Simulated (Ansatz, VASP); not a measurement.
## One calculation of WSe2, two programs

```xyz
3
Lattice="3.3179 0.0000 0.0000 -1.6590 2.8734 0.0000 0.0000 0.0000 16.6581" Properties=species:S:1:pos:R:3 pbc="T T T"
W     0.0000    0.0000    0.0000
Se   -0.0795    1.8361    1.6623
Se    0.0795    1.9952   14.9959
```

Change from the starting cell: mode 4 (170.3 1/cm) frozen in, largest displacement +0.113 Å.

Alike in both runs: task single point; functional PBEsol; k mesh 12 × 12 × 2; occupations gaussian, width 0.05 eV; no spin polarisation.

|  | VASP | Ansatz |
| --- | --- | --- |
| version | VASP 6.6.1 | Ansatz 0.2.0 |
| potentials or method | VASP PAW PBE potentials, release 64 (W_sv, Se), cutoff 520 eV | scalar-relativistic, plane waves, PAW |
| valence electrons in the cell | 26 | 46 |

|  | VASP | Ansatz | Ansatz less VASP |
| --- | --- | --- | --- |
| gap on the k mesh at the Fermi level (eV) | 1.50 | 1.50 | +0.003 |
| least direct gap on the mesh (eV) | 1.50 | 1.50 | +0.003 |
| rms of the force components (eV/Å) | 0.455 | 0.451 | -0.0040 |

VASP's potentials were made for PBE, not for PBEsol. Atom by atom the forces differ by 0.028 eV/Å (rms over components). VASP's potentials hold 26 valence electrons a cell and Ansatz's 46, so a difference there can come from the potentials and not from the codes.

Neither program's run includes spin-orbit coupling.
